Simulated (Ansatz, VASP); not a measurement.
**TiHg in VASP and in Ansatz**

```
CELL_PARAMETERS angstrom
3.00900 0.00000 0.00000
0.00000 3.00900 0.00000
0.00000 0.00000 4.04100
ATOMIC_POSITIONS crystal
Ti 0.50000 0.50000 0.50000
Hg 0.00000 0.00000 0.00000
```

Alike in both runs: task electric field gradients; functional LDA; k mesh 14 × 14 × 10; occupations fermi-dirac, width 0.08 eV; no spin polarisation.

|  | VASP | Ansatz |
| --- | --- | --- |
| version | VASP 6.6.1 | Ansatz 0.2.0 |
| potentials or method | VASP PAW LDA potentials, release 64 (Ti_sv, Hg) | PAW with Ansatz's default frozen-core files, scalar-relativistic |
| plane-wave cutoff (eV) | 520 | 420 |
| valence electrons in the cell | 24 | 32 |

VASP gave:

- pressure (GPa): -5.8
- traceless stress, the component that is largest in VASP (GPa): 0.41
- size of Vzz on the site where it differs most (V/Å²): 208.4

Q: Which values does Ansatz return?

A: Pressure (GPa): -6.7; traceless stress, the component that is largest in VASP (GPa): 0.44; size of Vzz on the site where it differs most (V/Å²): 201.9.

LDA's correlation is that of Perdew and Zunger in VASP and of Perdew and Wang (1992) in Ansatz. VASP's potentials hold 24 valence electrons a cell and Ansatz's 32, so a difference there can come from the potentials and not from the codes.

Spin-orbit coupling is off throughout.
